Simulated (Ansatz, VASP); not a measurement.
# Two plane-wave programs on ZnSe

The input INCAR:

```
ALGO = Normal
EDIFF = 1E-6
ENCUT = 520
GGA = PS
ISIF = 2
ISMEAR = 0
LASPH = T
LCHARG = F
LREAL = F
LWAVE = F
NBANDS = 26
NELM = 80
PREC = Accurate
SIGMA = 0.05
```

Contents of KPOINTS:

```
k-points
0
Gamma
  8 8 6
```

File POSCAR:

```
ZnSe
1.0
    3.8852000000      0.0000000000      0.0000000000
    0.0000000000      3.8852000000      0.0000000000
    0.0000000000      0.0000000000      6.1921000000
Zn Se
2 2
Direct
    0.0000000000      0.0000000000      0.0000000000
    0.5000000000      0.5000000000      0.0000000000
    0.0000000000      0.5000000000      0.2681677050
    0.5000000000      0.0000000000      0.7318322950
```

Input for Ansatz:

```yaml
crystal:
  lattice:
    - [3.8852, 0.0, 0.0]
    - [0.0, 3.8852, 0.0]
    - [0.0, 0.0, 6.1921]
  atoms:
    - { symbol: Zn, position: [0.0, 0.0, 0.0] }
    - { symbol: Zn, position: [0.5, 0.5, 0.0] }
    - { symbol: Se, position: [0.0, 0.5, 0.268167705] }
    - { symbol: Se, position: [0.5, 0.0, 0.731832295] }
basis:
  ecutwfc: 520.0
kpoints:
  mp_grid: { grid: [8, 8, 6] }
hamiltonian:
  xc: pbesol
  pseudopotentials: { kind: paw, azcp: { folder: soft_1 } }
scf:
  occupations: { method: gaussian, width: 0.05 }
output:
  forces: true
  stress: true
  eigenvalues: true
```

Alike in both runs: task single point; functional PBEsol; k mesh 8 × 8 × 6; occupations gaussian, width 0.05 eV; no spin polarisation.

|  | VASP | Ansatz |
| --- | --- | --- |
| version | VASP 6.6.1 | Ansatz 0.2.0 |
| potentials or method | VASP PAW PBE potentials, release 64 (Zn, Se), cutoff 520 eV | scalar-relativistic, plane waves, PAW |
| valence electrons in the cell | 36 | 56 |

```tsv
	VASP	Ansatz	Ansatz less VASP
gap on the k mesh at the Fermi level (eV)	1.41	1.40	-0.007
least direct gap on the mesh (eV)	1.41	1.40	-0.007
pressure (GPa)	-2.0	-2.3	-0.24
traceless stress, the component that is largest in VASP (GPa)	-4.56	-4.59	-0.033
rms of the force components (eV/Å)	0.447	0.466	+0.0188
```

VASP's potentials were made for PBE, not for PBEsol, and Ansatz warns of the same on its side. Atom by atom the forces differ by 0.019 eV/Å (rms over components). VASP's potentials hold 36 valence electrons a cell and Ansatz's 56, so a difference there can come from the potentials and not from the codes.
